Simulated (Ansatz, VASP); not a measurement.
One calculation of Co, two programs

The input INCAR:

```
SYSTEM = Co
PREC = Accurate
ENCUT = 690
EDIFF = 1E-6
ISMEAR = -1
SIGMA = 0.05
LREAL = .FALSE.
LASPH = .TRUE.
NELM = 200
ALGO = Normal
ISIF = 2
LWAVE = .FALSE.
LCHARG = .TRUE.
ISPIN = 2
MAGMOM = 0.337 0.337
LORBIT = 11
LMAXMIX = 4
GGA = PS
LELF = .TRUE.
LVHAR = .TRUE.
NBANDS = 28
GGA_COMPAT = .FALSE.
```

KPOINTS

```
Automatic mesh
0
G
  13 13 13
  0 0 0
```

The input POSCAR:

```
Co
1.0
    0.0000000000      2.3240067419      2.3240067419
    2.3240067419      0.0000000000      2.3240067419
    2.3240067419      2.3240067419      0.0000000000
Co
2
Direct
    0.1250000000      0.1250000000      0.1250000000
    0.8750000000      0.8750000000      0.8750000000
```

Input for Ansatz:

```yaml
crystal:
  lattice:
    - [0.0, 2.3240067419, 2.3240067419]
    - [2.3240067419, 0.0, 2.3240067419]
    - [2.3240067419, 2.3240067419, 0.0]
  atoms:
    - { symbol: Co, position: [0.125, 0.125, 0.125], spin: 0.337 }
    - { symbol: Co, position: [0.875, 0.875, 0.875], spin: 0.337 }
hamiltonian:
  xc: pbesol
  pseudopotentials:
    kind: paw
    azcp:
      Co: "pseudopotentials/Co.paw.azcp"
basis:
  ecutwfc: 420
  fft_grid_basis: typed
kpoints:
  mp_grid: { grid: [13, 13, 13], shift: [0, 0, 0] }
magnetization:
  spin_polarized: true
scf:
  occupations: { method: fermi_dirac, width: 0.05 }
  lower_state_search: "off"
output:
  stress: true
  write_density: true
  write_potential: true
  elf: true
  volumetric_format: npy
```

Alike in both runs: task single point; functional PBEsol; k mesh 13 × 13 × 13; occupations fermi-dirac, width 0.05 eV; collinear spin.

|  | VASP | Ansatz |
| --- | --- | --- |
| version | VASP 6.6.1 | Ansatz 0.2.0 |
| potentials or method | VASP PAW PBE potentials, release 64 (Co_sv), cutoff 690 eV | plane waves (420 eV) with PAW, scalar-relativistic |
| valence electrons in the cell | 34 | 34 |

Ansatz gave:

* pressure (GPa): 25.0
* net moment per atom (μB): 0.00

Task: What did VASP give for the same quantities?

Result: Pressure (GPa): 23.8; net moment per atom (μB): 0.00.

VASP's potentials were made for PBE, not for PBEsol, and Ansatz warns of the same on its side. Ansatz's warnings: seeded moment not kept.
